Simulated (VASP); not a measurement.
Runs of VASP 6.6.1 on CdTe. The structure is that of space group F-43m (No. 216), or close to it. The cells are those of the table. 

| task | cell | gap on the mesh (eV) | pressure (GPa) |
| --- | --- | --- | --- |
| relaxation of cell and atoms | relaxed from a = 4.533 Å, angles 60.0°, 2 atoms | 0.71 | 0.0 |
| single point | a = 4.460 Å, angles 60.0°, 2 atoms | 1.02 | (b) |
| relaxation of cell and atoms | relaxed to 10 GPa from a = 4.533 Å, angles 60.0°, 2 atoms | (a) | 10.0 |
| relaxation of cell and atoms | relaxed to 5 GPa from a = 4.533 Å, angles 60.0°, 2 atoms | 1.01 | 5.0 |
| single point | a = 4.360 Å, angles 60.0°, 2 atoms | 1.24 | 10.2 |

Alike in all rows: level PBE+D4; potentials or basis VASP PAW PBE potentials, release 64 (Cd, Te); no spin polarisation; k mesh 5 × 5 × 5; cutoff (eV) 500; smearing gaussian 0.01 eV.

Problem. Fill in the values left out.

Solution. (a) 1.23; (b) 5.2.

Caveats: spin-orbit coupling is left out, which moves the levels of the heavy elements; the cell stands under pressure (at least some runs); the cell is relaxed towards a set pressure, so the run minimises the enthalpy, not the energy (at least some runs).

A k mesh can miss the band edges, and the runs leave out spin-orbit coupling on Cd, Te.
